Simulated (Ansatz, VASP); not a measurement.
**BeAl2H2C: VASP beside Ansatz**

The input INCAR:

```
ALGO = Normal
EDIFF = 1E-6
EDIFFG = -0.01
ENCUT = 600
GGA = PE
IBRION = 2
ISIF = 3
ISMEAR = 0
LASPH = T
LCHARG = F
LREAL = F
LWAVE = F
NELM = 60
NSW = 100
PREC = Accurate
SIGMA = 0.1
```

File KPOINTS:

```
k-points
0
Gamma
  12 12 8
```

Contents of POSCAR:

```
BeAl2H2C
1.0
    3.2771144178      0.0000000000      0.0000000000
    0.0000000000      3.2771144178      0.0000000000
    0.0000000000      0.0000000000      4.8506928408
Be Al H C
1 2 2 1
Direct
    0.0000000000      0.0000000000      0.0000000000
    0.5000000000      0.5000000000      0.2638989920
    0.5000000000      0.5000000000      0.7361010080
    0.0000000000      0.5000000000      0.0000000000
    0.5000000000      0.0000000000      0.0000000000
    0.0000000000      0.0000000000      0.5000000000
```

Input for Ansatz:

```yaml
crystal:
  lattice:
    - [3.2771144178, 0.0, 0.0]
    - [0.0, 3.2771144178, 0.0]
    - [0.0, 0.0, 4.8506928408]
  atoms:
    - { symbol: Be, position: [0.0, 0.0, 0.0] }
    - { symbol: Al, position: [0.5, 0.5, 0.263898992] }
    - { symbol: Al, position: [0.5, 0.5, 0.736101008] }
    - { symbol: H, position: [0.0, 0.5, 0.0] }
    - { symbol: H, position: [0.5, 0.0, 0.0] }
    - { symbol: C, position: [0.0, 0.0, 0.5] }
basis:
  ecutwfc: 420
kpoints:
  mp_grid: { grid: [12, 12, 8] }
hamiltonian:
  xc: pbe
scf:
  occupations: { method: gaussian, width: 0.1 }
output:
  forces: true
  stress: true
  eigenvalues: true
relax:
  adjacent_minimum: "off"
  f_tol: 0.01
  max_steps: 80
  cell: { stress_tol: 0.05 }
```

Change from the starting cell: species swapped into the LaAl2BRu2 type (P4/mmm, No. 123).

Alike in both runs: task relaxation of cell and atoms; functional PBE; k mesh 12 × 12 × 8; occupations gaussian, width 0.1 eV; no spin polarisation.

|  | VASP | Ansatz |
| --- | --- | --- |
| version | VASP 6.6.1 | Ansatz 0.2.0 |
| potentials or method | VASP PAW PBE potentials, release 64 (Be, Al, H, C), cutoff 600 eV | scalar-relativistic, plane waves, PAW |
| valence electrons in the cell | 14 | 14 |

```csv
,VASP,Ansatz,Ansatz less VASP
"gap on the k mesh at the Fermi level, each at its own relaxed structure (eV)",none,none,-
relaxed volume (Å³/atom),9.00,9.11,+0.113
relaxed length of the cell vector where the two differ most in proportion (Å),6.638,6.738,+0.1009
```

A gap of «none» marks a metal or a gap that the smearing closes.
